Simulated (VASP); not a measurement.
Input of a VASP 6.6.1 run:

INCAR

```
ALGO     = Normal         # electronic algorithm
EDIFF    = 1E-6           # SCF threshold, eV
ENCUT    = 520            # plane-wave cutoff, eV
GGA      = CA             # functional
ISIF     = 2              # what is computed and relaxed
ISMEAR   = -1             # smearing method
LASPH    = T              # aspherical terms in the spheres
LCHARG   = F              # write CHGCAR
LREAL    = Auto         
LWAVE    = F              # write WAVECAR
NBANDS   = 46             # bands
NELM     = 60             # most SCF steps
PREC     = Accurate       # precision mode
SIGMA    = 0.1            # smearing width, eV
```

Contents of KPOINTS:

```
k-points
0
Gamma
  3 2 1
```

File POSCAR:

```
Al18HO
1.0
    5.7275650000      0.0000000000      0.0000000000
    4.2956740000      7.4403250000      0.0000000000
    0.0000000000      0.0000000000     15.6765370000
Al O H
18 1 1
Direct
    0.1666684695      0.1111107378      0.0637895984
    0.6666715249      0.1111107378      0.0637895984
    0.1666708227      0.4444429511      0.0637895984
    0.6666738781      0.4444429511      0.0637895984
    0.1666731759      0.7777751644      0.0637895984
    0.6666762313      0.7777751644      0.0637895984
   -0.1717966949      0.2274094210      0.2077946169
    0.3384783073      0.2217913868      0.2082411441
   -0.1608556397      0.5491829994      0.2056512864
    0.3329061792      0.5567364329      0.2095934836
   -0.1640774669      0.8901896087      0.2101803479
    0.3328413058      0.8877837998      0.2097720944
   -0.0174984088      0.0206308192      0.3532221434
    0.5009683379      0.0006451331      0.3542045032
    0.0012168500      0.3314102543      0.3573684673
    0.4990044834      0.3327811621      0.3535985020
   -0.0111393413      0.6549848293      0.3524630472
    0.5292160295      0.6509527474      0.3514679294
    0.1694026362      0.7770225091      0.4114237730
    0.1722158271      0.7754365569      0.4740460218
```

Potentials or basis: VASP PAW LDA potentials, release 64 (Al, O, H).

Launch:

```bash
$ cat potpaw_LDA.64/Al/POTCAR potpaw_LDA.64/O/POTCAR potpaw_LDA.64/H/POTCAR > POTCAR
$ mpirun -np 1 vasp_std > vasp.out
```

(1) Estimate the largest force.

(2) Predict the band gap on the k mesh.

Answers

(1) 0.332 eV/Å.

(2) zero (an odd number of electrons rules out a gap without spin polarisation).

Caveat: the k points lie up to 0.42 Å⁻¹ apart, too coarse for converged energies and pressures of a metal; there is no dipole correction, which matters where the two faces differ; an odd number of electrons without spin polarisation forces a metal; a magnetic or distorted state may lie lower.
